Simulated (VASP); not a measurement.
A run of VASP 6.6.1 is set up as follows.

POSCAR

```
Mo
1.0
    2.8244807000     -0.0180516400     -0.0483609000
   -1.4278735300      2.3175461800      0.0145522700
   -0.0451728600     -0.0103847700      2.5373308300
Mo
1
Direct
    0.0000000000      0.0000000000      0.5000000000
```

The input INCAR.step1:

```
SYSTEM = Mo
PREC = Accurate
ENCUT = 520
ISMEAR = -1
SIGMA = 0.05
LREAL = .False.
LASPH = .True.
NELM = 80
NBANDS = 13
GGA = PE
ALGO = Normal
EDIFF = 1E-4
LWAVE = .True.
LCHARG = .False.
```

Contents of INCAR.step2:

```
SYSTEM = Mo
PREC = Accurate
ENCUT = 520
EDIFF = 1E-7
ISMEAR = -1
SIGMA = 0.05
LREAL = .False.
LASPH = .True.
NELM = 80
ALGO = Normal
ISIF = 2
LWAVE = .False.
LCHARG = .False.
METAGGA = R2SCAN
LMIXTAU = .True.
NBANDS = 13
ISTART = 1
```

KPOINTS

```
Automatic mesh
0
Gamma
  6 7 6
  0 0 0
```

Potentials or basis: VASP PAW PBE potentials, release 64 (Mo_sv).

The run is started by

```sh
$ cat potpaw_PBE.64/Mo_sv/POTCAR > POTCAR
$ cp INCAR.step1 INCAR
$ mpirun -np 1 vasp_std > vasp.out
$ cp INCAR.step2 INCAR
$ mpirun -np 1 vasp_std > vasp.out
```

Predict the pressure.

-0.2 GPa.

What does it give for the band gap on the k mesh?

Zero (band 7 reaches 12.46 eV, above the bottom of band 8 at 10.79 eV).

Stress tensor (GPa, compression positive):
```
 8.16  1.25 -2.87
 1.25  0.21 -1.34
-2.87 -1.34 -8.97
```

Caveat: the k points lie up to 0.44 Å⁻¹ apart; the PAW data sets were made with another functional, which shifts forces and pressure a little.
